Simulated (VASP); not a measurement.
Here is a VASP 6.6.1 calculation.

File INCAR:

```
PREC = Accurate
ENCUT = 520
EDIFF = 1E-6
ISMEAR = 0
SIGMA = 0.1
LREAL = Auto
LASPH = True
NELM = 100
ALGO = Normal
ISIF = 2
LWAVE = False
LCHARG = False
LDIPOL = True
IDIPOL = 3
DIPOL = 0.5 0.5 0.500
GGA = PE
IVDW = 12
IBRION = 2
NSW = 90
EDIFFG = -0.03
LUSENCCL = False
```

KPOINTS

```
regular mesh
0
Gamma
  6 6 1
```

File POSCAR:

```
Pt
1.0
    5.5558884585      0.0000000000      0.0000000000
   -2.7779442292      4.8115405456      0.0000000000
    0.0000000000      0.0000000000     23.8045458955
Pt
16
Selective dynamics
Direct
    0.3333333333      0.1666666667      0.3570746545  F F F
    0.3333333333      0.6666666667      0.3570746545  F F F
    0.8333333333      0.1666666667      0.3570746545  F F F
    0.8333333333      0.6666666667      0.3570746545  F F F
    0.6666666667      0.3333333333      0.4523582182  F F F
    0.6666666667      0.8333333333      0.4523582182  F F F
    0.1666666667      0.3333333333      0.4523582182  F F F
    0.1666666667      0.8333333333      0.4523582182  F F F
    0.0000000000      0.5000000000      0.5476417818  T T T
    0.0000000000      0.0000000000      0.5476417818  T T T
    0.5000000000      0.5000000000      0.5476417818  T T T
    0.5000000000      0.0000000000      0.5476417818  T T T
    0.3333333333      0.6666666667      0.6429253455  T T T
    0.3333333333      0.1666666667      0.6429253455  T T T
    0.8333333333      0.6666666667      0.6429253455  T T T
    0.8333333333      0.1666666667      0.6429253455  T T T
```

Potentials or basis: VASP PAW PBE potentials, release 64 (Pt).

Run with:

```bash
$ cat potpaw_PBE.64/Pt/POTCAR > POTCAR
$ mpirun -np 1 vasp_std > vasp.out
```

(1) Estimate the band gap on the k mesh.

(2) Estimate the dispersion energy per atom.

(3) Predict the energy gained by relaxing.

Results:

(1) zero (bands 80 and 81 overlap by 0.84 eV).

(2) -0.576 eV.

(3) 0.8 meV/atom.

Caveat: spin-orbit coupling is left out, which moves the levels of the heavy elements.
